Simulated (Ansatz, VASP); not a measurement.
# Cd in VASP and in Ansatz

INCAR

```
PREC = Accurate
ENCUT = 520
EDIFF = 1E-7
ISMEAR = -1
SIGMA = 0.05
LREAL = False
LASPH = True
NELM = 100
ALGO = Normal
ISIF = 2
LWAVE = False
LCHARG = False
GGA = PE
NBANDS = 12
```

KPOINTS

```
Automatic mesh
0
Gamma
  17 17 17
```

POSCAR

```
Cd
1.0
   -1.8019523847      1.8019523847      1.8019523847
    1.8019523847     -1.8019523847      1.8019523847
    1.8019523847      1.8019523847     -1.8019523847
Cd
1
Direct
    0.0000000000      0.0000000000      0.0000000000
```

Input for Ansatz:

```yaml
crystal:
  lattice:
    - [-1.8019523847, 1.8019523847, 1.8019523847]
    - [1.8019523847, -1.8019523847, 1.8019523847]
    - [1.8019523847, 1.8019523847, -1.8019523847]
  atoms:
    - { symbol: Cd, position: [0.0, 0.0, 0.0] }
kpoints:
  mp_grid: { grid: [17, 17, 17] }
  band_path:
    path:
      - [0.0, 0.0, 0.0]
      - [0.5, -0.5, 0.5]
      - [0.0, 0.0, 0.5]
      - [0.0, 0.0, 0.0]
      - [0.25, 0.25, 0.25]
      - [0.5, -0.5, 0.5]
      - [0.25, 0.25, 0.25]
      - [0.0, 0.0, 0.5]
    npoints: 8
scf:
  occupations: { method: fermi_dirac, width: 0.05 }
hamiltonian:
  xc: pbe
  pseudopotentials: { kind: paw }
output:
  forces: true
  stress: true
  eigenvalues: true
  populations: true
  dos: { projected: true, de: 0.2, e_range: [-14, 8] }
```

Change from the starting cell: volume scaled by 1, PAW files.

Alike in both runs: task single point; functional PBE; k mesh 17 × 17 × 17; occupations fermi-dirac, width 0.05 eV; no spin polarisation.

|  | VASP | Ansatz |
| --- | --- | --- |
| version | VASP 6.6.1 | Ansatz 0.2.0 |
| potentials or method | VASP PAW PBE potentials, release 64 (Cd) | PAW with Ansatz's default frozen-core files, scalar-relativistic |
| plane-wave cutoff (eV) | 520 | 420 |
| valence electrons in the cell | 12 | 20 |

```tsv
	VASP	Ansatz	Ansatz less VASP
pressure (GPa)	0.2	0.0	-0.21
```

The functional is the same, so the differences come from potentials, cutoffs and numerics. VASP's potentials hold 12 valence electrons a cell and Ansatz's 20, so a difference there can come from the potentials and not from the codes.
